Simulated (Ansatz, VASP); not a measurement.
## SnO2 in VASP and in Ansatz

```
CELL_PARAMETERS angstrom
4.75852 0.00000 0.00000
0.00000 4.75859 0.00000
0.00000 0.00000 3.20006
ATOMIC_POSITIONS crystal
Sn 0.50000 0.50000 0.50000
Sn 0.00000 0.00000 0.00000
O 0.30587 0.30594 0.00000
O 0.80587 0.19406 0.50000
O 0.19413 0.80594 0.50000
O 0.69413 0.69406 0.00000
```

Alike in both runs: functional r2SCAN; k mesh 6 × 6 × 8; occupations gaussian, width 0.02 eV; no spin polarisation.

Ansatz relaxed the structure, and its values are those at the end. VASP's run is a single point on that final structure, the one shown.

|  | VASP | Ansatz |
| --- | --- | --- |
| version | VASP 6.6.1 | Ansatz 0.2.0 |
| potentials or method | VASP PAW PBE potentials, release 64 (Sn_d, O), cutoff 520 eV | scalar-relativistic, plane waves, PAW |
| valence electrons in the cell | 52 | 52 |

VASP gave:

- gap on the k mesh at the Fermi level (eV): 1.80
- least direct gap on the mesh (eV): 1.80
- pressure (GPa): 1.3
- rms of the force components (eV/Å): 0.014

Problem. Estimate Ansatz's values.

Solution. gap on the k mesh at the Fermi level (eV): 1.79; least direct gap on the mesh (eV): 1.79; pressure (GPa): 0.0; rms of the force components (eV/Å): 0.000.

VASP's potentials were made for PBE, not for r2SCAN.
